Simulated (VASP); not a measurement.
# Lu3TlF6 (I4/mmm) in VASP: single point with PBE

Aim: the single point of Lu3TlF6 with PBE.

Everything below comes from runs of VASP 6.6.1. Logs are shortened: lines on timing, memory, paths and dates and some standing lists are left out, and cuts for length are marked.

### Step 1. The cell of the first run

Symmetry: I4/mmm, No. 139, tetragonal system. Conventional cell: a = 6.179 Å, b = 6.179 Å, c = 8.772 Å, α = 90.00°, β = 90.00°, γ = 90.00°. Within 2.6 Å of F (site symmetry m2m) lie 1 F at 1.95 Å and 1 Tl at 2.11 Å and 2 Lu at 2.40 Å. F (site symmetry 4mm) has 1 Lu at 2.01 Å and 1 Tl at 2.38 Å within 2.7 Å. Tl (site symmetry 4/mmm) has 6 F at 2.11 to 2.38 Å within 2.8 Å. Within 2.7 Å of Lu (site symmetry 4/mmm) lie 2 F at 2.01 Å. Within 3.2 Å of Lu (site symmetry -4m2) lie 8 F at 2.40 to 3.10 Å.

### Step 2. Single point, PBE

INCAR

```
SYSTEM = Lu3TlF6
  ALGO = Normal
  EDIFF = 1E-6
  ENCUT = 520
  GGA = PE
  ISIF = 2
  ISMEAR = -1
  LASPH = .TRUE.
  LCHARG = .TRUE.
  LELF = .TRUE.
  LREAL = .FALSE.
  LVHAR = .TRUE.
  LWAVE = .FALSE.
  NBANDS = 76
  NELM = 80
  PREC = Accurate
  SIGMA = 0.1
```

KPOINTS

```
k-points
0
G
  6 6 6
  0 0 0
```

POSCAR

```
Lu3TlF6
1.0
    0.0000000000      6.1787010000      0.0000003522
    6.1787010000      0.0000000000      0.0000003522
    3.0893507500      3.0893507500     -4.3860586478
F Tl Lu
6 1 3
Direct
    0.0000000000      0.3421226799      0.0000000000
    0.3421226799      0.0000000000      0.0000000000
    0.0000000000      0.6578773201      0.0000000000
    0.6578773201      0.0000000000      0.0000000000
    0.2713884296      0.2713884296      0.4572231408
    0.7286115704      0.7286115704      0.5427768592
    0.0000000000      0.0000000000      0.0000000000
    0.5000000000      0.5000000000      0.0000000000
    0.7500000000      0.2500000000      0.5000000000
    0.2500000000      0.7500000000      0.5000000000
```

Potentials or basis: VASP PAW PBE potentials, release 64 (F, Tl_d, Lu).

Launch:

```console
$ cat potpaw_PBE.64/F/POTCAR potpaw_PBE.64/Tl_d/POTCAR potpaw_PBE.64/Lu/POTCAR > POTCAR
$ mpirun -np 1 vasp_std > vasp.out
```

OUTCAR:

```text
SYSTEM = Lu3TlF6
   EDIFF = 1E-6
   ENCUT = 520
   GGA = PE
   ISIF = 2
   ISMEAR = -1
   LASPH = .TRUE.
   LREAL = .FALSE.
   NELM = 80
   PREC = Accurate

 ion  position               nearest neighbor table
   1  0.000  0.342  0.000-   7 2.11   9 2.40  10 2.40
   2  0.342  0.000  0.000-   7 2.11  10 2.40   9 2.40
   3  0.000  0.658  0.000-   7 2.11  10 2.40   9 2.40
   4  0.658  0.000  0.000-   7 2.11   9 2.40  10 2.40
   5  0.271  0.271  0.457-   8 2.01   7 2.38
   6  0.729  0.729  0.543-   8 2.01   7 2.38
   7  0.000  0.000  0.000-   1 2.11   2 2.11   3 2.11   4 2.11   6 2.38   5 2.38  10 3.79   9 3.79
                             9 3.79  10 3.79   9 3.79  10 3.79   9 3.79  10 3.79
   8  0.500  0.500  0.000-   5 2.01   6 2.01   9 3.79  10 3.79   9 3.79  10 3.79  10 3.79   9 3.79
                            10 3.79   9 3.79
   9  0.750  0.250  0.500-   4 2.40   1 2.40   2 2.40   3 2.40   7 3.79   8 3.79   7 3.79   8 3.79
                             8 3.79   7 3.79   8 3.79   7 3.79
  10  0.250  0.750  0.500-   3 2.40   2 2.40   1 2.40   4 2.40   7 3.79   8 3.79   7 3.79   8 3.79
                             7 3.79   8 3.79   7 3.79   8 3.79

  LATTYP: Found a body centered tetragonal cell.
 ALAT       =     6.1787010000
 C/A-ratio  =     1.4197349896

  Lattice vectors:

 A1 = (  -3.0893507500,   3.0893502500,   4.3860590000)
 A2 = (   3.0893502500,  -3.0893507500,   4.3860590000)
 A3 = (   3.0893507500,   3.0893507500,  -4.3860586478)

Analysis of symmetry for initial positions (statically):
=====================================================================
 Subroutine PRICEL returns:
 Original cell was already a primitive cell.

 Routine SETGRP: Setting up the symmetry group for a
 body centered tetragonal supercell.

 Subroutine GETGRP returns: Found 16 space group operations
 (whereof 16 operations were pure point group operations)
 out of a pool of 16 trial point group operations.

The static configuration has the point symmetry D_4h.

Analysis of symmetry for dynamics (positions and initial velocities):
=====================================================================
 Subroutine PRICEL returns:
 Original cell was already a primitive cell.

 Routine SETGRP: Setting up the symmetry group for a
 body centered tetragonal supercell.

 Subroutine GETGRP returns: Found 16 space group operations
 (whereof 16 operations were pure point group operations)
 out of a pool of 16 trial point group operations.

The dynamic configuration has the point symmetry D_4h.

 Subroutine INISYM returns: Found 16 space group operations
 (whereof 16 operations are pure point group operations),
 and found     1 'primitive' translations

----------------------------------------------------------------------------------------

                                     Primitive cell

  volume of cell :     167.4437

  direct lattice vectors                    reciprocal lattice vectors
     0.000000000  6.178701000  0.000000352    -0.000000006  0.161846310  0.113997564
     6.178701000  0.000000000  0.000000352     0.161846310 -0.000000006  0.113997564
     3.089350750  3.089350750 -4.386058648     0.000000013  0.000000013 -0.227995109

  length of vectors
     6.178701000  6.178701000  6.190774311     0.197963817  0.197963817  0.227995109

  position of ions in fractional coordinates (direct lattice)
     1.000000000  0.342122680  1.000000000
     0.342122680  1.000000000  1.000000000
     1.000000000  0.657877320  1.000000000
     0.657877320  1.000000000  1.000000000
     0.271388430  0.271388430  0.457223141
     0.728611570  0.728611570  0.542776859
     0.000000000  0.000000000  0.000000000
     0.500000000  0.500000000  1.000000000
     0.750000000  0.250000000  0.500000000
     0.250000000  0.750000000  0.500000000

  ion indices of the primitive-cell ions
   primitive index   ion index
                 1           1
                 2           2
                 3           3
                 4           4
                 5           5
                 6           6
                 7           7
                 8           8
                 9           9
                10          10

----------------------------------------------------------------------------------------

 KPOINTS: k-points

Automatic generation of k-mesh.
 Grid dimensions read from file:
 generate k-points for:    6    6    6

 Generating k-lattice:

  Cartesian coordinates                     Fractional coordinates (reciprocal lattice)
    -0.000000001  0.026974385  0.018999594     0.166666667 -0.000000000  0.000000000
     0.026974385 -0.000000001  0.018999594    -0.000000000  0.166666667  0.000000000
     0.000000002  0.000000002 -0.037999185    -0.000000000 -0.000000000  0.166666667

  Length of vectors
     0.032993969  0.032993969  0.037999185

  Shift w.r.t. Gamma in fractional coordinates (k-lattice)
     0.000000000  0.000000000  0.000000000

 Subroutine IBZKPT returns following result:
 ===========================================

 Found     30 irreducible k-points:

 Following reciprocal coordinates:
            Coordinates               Weight
  0.000000  0.000000  0.000000      1.000000
  0.166667 -0.000000  0.000000      8.000000
  0.333333 -0.000000  0.000000      8.000000
  0.500000 -0.000000  0.000000      4.000000
  0.166667  0.166667 -0.000000      8.000000
  0.333333  0.166667  0.000000     16.000000
[... 16 lines left out ...]
 -0.333333 -0.333333  0.166667      4.000000
 -0.166667 -0.333333  0.166667     16.000000
 [... further k-points ...]
   k-points           NKPTS =     30   k-points in BZ     NKDIM =     30   number of bands    NBANDS=     76
   number of dos      NEDOS =    301   number of ions     NIONS =     10
   total plane-waves  NPLWV = 110592
   dimension x,y,z NGX =    48 NGY =   48 NGZ =   48
   dimension x,y,z NGXF=    96 NGYF=   96 NGZF=   96
   ions per type =               6   1   3
   NGX,Y,Z   is equivalent  to a cutoff of  12.92, 12.92, 12.89 a.u.
   NGXF,Y,Z  is equivalent  to a cutoff of  25.83, 25.83, 25.78 a.u.
 SYSTEM =  Lu3TlF6
   PREC   = accura    normal or accurate (medium, high low for compatibility)
   ISTART =      0    job   : 0-new  1-cont  2-samecut
   ICHARG =      2    charge: 1-file 2-atom 10-const
   ISPIN  =      1    spin polarized calculation?
   LNONCOLLINEAR =      F non collinear calculations
   LSORBIT =      F    spin-orbit coupling
   LASPH  =      T    aspherical Exc in radial PAW
   ENCUT  =  520.0 eV  38.22 Ry    6.18 a.u.  11.49 11.49 11.51*2*pi/ulx,y,z
   NELM   =     80;   NELMIN=  2; NELMDL= -5     # of ELM steps
   EDIFF  = 0.1E-05   stopping-criterion for ELM
   LREAL  =      F    real-space projection
   EDIFFG = 0.1E-04   stopping-criterion for IOM
   NSW    =      0    number of steps for IOM
   IBRION =     -1    ionic relax: 0-MD 1-quasi-New 2-CG
   NFREE  =      0    steps in history (QN), initial steepest desc. (CG)
   ISIF   =      2    stress and relaxation
   ISYM   =      2    0-nonsym 1-usesym 2-fastsym
   POTIM  = 0.5000    time-step for ionic-motion
   TEBEG  =    0.0;   TEEND  =   0.0 temperature during run
   PSTRESS=    0.0 pullay stress
   NELECT =     130.0000    total number of electrons
   NUPDOWN=      -1.0000    fix difference up-down
   EMIN   =  10.00;   EMAX   =-10.00  energy-range for DOS
   EFERMI =   0.00;   METHOD = LEGACY
   ISMEAR =    -1;   SIGMA  =   0.10  broadening in eV -4-tet -1-fermi 0-gaus
   EFERMI_NEDOS =   21; number of points for ismear=-14 and -15
   IALGO  =     38    algorithm
   IMIX   =      4    mixing-type and parameters
     AMIX     =   0.40;   BMIX     =  1.00
     AMIX_MAG =   1.60;   BMIX_MAG =  1.00
  volume/ion in A,a.u.               =      16.74       113.00
  Fermi-wavevector in a.u.,A,eV,Ry     =   1.504641  2.843360 30.802852  2.263946
  Thomas-Fermi vector in A             =   2.615594
   LORBIT       =      0    0 simple, 1 ext, 2 COOP (PROOUT), +10 PAW based schemes
   GGA     = PE    functional components
   LHFCALC =     F    Hartree Fock is set to
   AEXX    =    0.0000 exact exchange contribution
   IVDW    =     0    specifies the selected vdW correction
   LEPSILON=     F    determine dielectric tensor
   LRPA    =     F    only Hartree local field effects (RPA)
 non-spin polarized calculation
  energy-cutoff  :      520.00
  volume of cell :      167.44
 maximum number of plane-waves:      4541
 NGX is ok and might be reduce to    48
   NGX = 23   NGY = 23   NGZ = 23

 number of electron     129.9999984 magnetization

 Free energy of the ion-electron system (eV)
  ---------------------------------------------------
  ext. energy  EPLUGINS =         0.00000000
  ---------------------------------------------------
  free energy    TOTEN  =       -43.22409013 eV

  energy without entropy =      -43.02091123  energy(sigma->0) =      -43.12250068

 E-fermi :   4.5053     XC(G=0): -10.3842

 val. band max:        4.4790452873   @ k =   0.5000   0.3333   0.0000
 cond. band min:       4.5188966385   @ k =   0.3333   0.1667   0.0000
 fundamental gap:      0.0398513512
 Fermi energy:         4.5053368532

 k-point     1 :       0.0000    0.0000    0.0000
  band No.  band energies     occupation
      1     -53.7075      2.00000
      2     -53.7064      2.00000
      3     -53.3887      2.00000
      4     -25.0237      2.00000
      5     -24.6741      2.00000
      6     -24.3738      2.00000
[... 68 lines left out ...]
     75       7.1105      0.00000
     76       7.3119      0.00000

 k-point     2 :       0.1667   -0.0000    0.0000
  band No.  band energies     occupation
      1     -53.7075      2.00000
      2     -53.7065      2.00000
      3     -53.3887      2.00000
      4     -25.0260      2.00000
      5     -24.6559      2.00000
      6     -24.3744      2.00000
[... 68 lines left out ...]
     75       6.9354      0.00000
     76       7.2156      0.00000

 k-point     3 :       0.3333   -0.0000    0.0000
  band No.  band energies     occupation
      1     -53.7072      2.00000
      2     -53.7067      2.00000
      3     -53.3887      2.00000
      4     -25.0306      2.00000
      5     -24.6037      2.00000
      6     -24.4355      2.00000
[... 1648 lines left out ...]
     75       7.2617      0.00000
     76       7.6981      0.00000

 k-point    24 :      -0.1667   -0.3333    0.1667
  band No.  band energies     occupation
      1     -53.7071      2.00000
      2     -53.7068      2.00000
      3     -53.3887      2.00000
      4     -25.0313      2.00000
      5     -24.6688      2.00000
      6     -24.3930      2.00000
[... 68 lines left out ...]
     75       7.0544      0.00000
     76       7.5211      0.00000

 [... further k-points ...]
[... 5 lines left out ...]
  --------------------------------------------------------------------------------------
  -------------------------------------------------------------------------------------
  Total       26.3845466     26.3845466      4.5750884      0.0000000      0.0000012      0.0000012
  in kB      252.4593089    252.4593089     43.7765213      0.0000000      0.0000119      0.0000119
  external PRESSURE =     182.8983797 kB  Pullay stress =       0.0000000 kB

 VOLUME and BASIS-vectors are now :
 -----------------------------------------------------------------------------
  energy-cutoff  :      520.00
  volume of cell :      167.44
      direct lattice vectors                 reciprocal lattice vectors
     0.000000000  6.178701000  0.000000352    -0.000000006  0.161846310  0.113997564
     6.178701000  0.000000000  0.000000352     0.161846310 -0.000000006  0.113997564
     3.089350750  3.089350750 -4.386058648     0.000000013  0.000000013 -0.227995109

 POSITION                                       TOTAL-FORCE (eV/Angst)
 -----------------------------------------------------------------------------------
      2.11387      0.00000      0.00000         0.021202      0.000000      0.000000
      0.00000      2.11387      0.00000        -0.000000      0.021202      0.000000
      4.06483      0.00000      0.00000        -0.021202      0.000000     -0.000000
      0.00000      4.06483      0.00000        -0.000000     -0.021202     -0.000000
      3.08935      3.08935     -2.00541         0.000000      0.000000     -0.203526
      6.17870      6.17870     -2.38065        -0.000000     -0.000000      0.203526
      0.00000      0.00000      0.00000        -0.000000      0.000000      0.000000
      3.08935      3.08935      0.00000        -0.000000      0.000000      0.000000
      3.08935      6.17870     -2.19303        -0.000000      0.000000      0.000000
      6.17870      3.08935     -2.19303        -0.000000      0.000000      0.000000
 -----------------------------------------------------------------------------------
    total drift:                                0.000000      0.000000     -0.000000

  FREE ENERGIE OF THE ION-ELECTRON SYSTEM (eV)
  ---------------------------------------------------
  free  energy   TOTEN  =       -43.2240901264 eV

  energy  without entropy=      -43.0209112286  energy(sigma->0) =      -43.12250068
```

Wall time 20 min (1 thread of AMD EPYC 7R13, shared host); peak memory 0.5 GiB.

Results:

```
Free energy            : -43.2241 eV
Pressure               : 18.3 GPa
Largest force          : 0.204 eV/Å
Band gap on the k mesh : zero (band 65 reaches 4.77 eV, above the bottom of band 66 at 4.15 eV)
```

Forces on the atoms (eV/Å):
```
F    0.021  0.000  0.000
F    0.000  0.021  0.000
F   -0.021  0.000  0.000
F    0.000 -0.021  0.000
F    0.000  0.000 -0.204
F    0.000  0.000  0.204
Tl   0.000  0.000  0.000
Lu   0.000  0.000  0.000
Lu   0.000  0.000  0.000
Lu   0.000  0.000  0.000
```

Caveat: spin-orbit coupling is left out, which moves the levels of the heavy elements.
